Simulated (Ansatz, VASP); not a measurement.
# Two plane-wave programs on C

```
C
1.0
     2.46125    0.00000    0.00000
    -1.23062    2.13150    0.00000
     0.00000    0.00000    4.16278
C
4
Direct
  0.33333 0.66667 0.00006
  0.66667 0.33333 0.50006
  0.33333 0.66667 0.37394
  0.66667 0.33333 0.87394
```

Change from the starting cell: strained cell.

Alike in both runs: functional PBEsol; k mesh 9 × 9 × 6; occupations gaussian, width 0.02 eV; no spin polarisation.

Ansatz relaxed the structure, and its values are those at the end. VASP's run is a single point on that final structure, the one shown.

|  | VASP | Ansatz |
| --- | --- | --- |
| version | VASP 6.6.1 | Ansatz 0.2.0 |
| potentials or method | VASP PAW PBE potentials, release 64 (C_h), cutoff 1300 eV | scalar-relativistic, plane waves, PAW |
| valence electrons in the cell | 16 | 16 |

```csv
,VASP,Ansatz,Ansatz less VASP
gap on the k mesh at the Fermi level (eV),2.88,2.89,+0.015
least direct gap on the mesh (eV),4.96,4.95,-0.002
pressure (GPa),14.4,14.1,-0.24
```

VASP's potentials were made for PBE, not for PBEsol, and Ansatz warns of the same on its side. Ansatz's warnings: stress scf threshold loose.
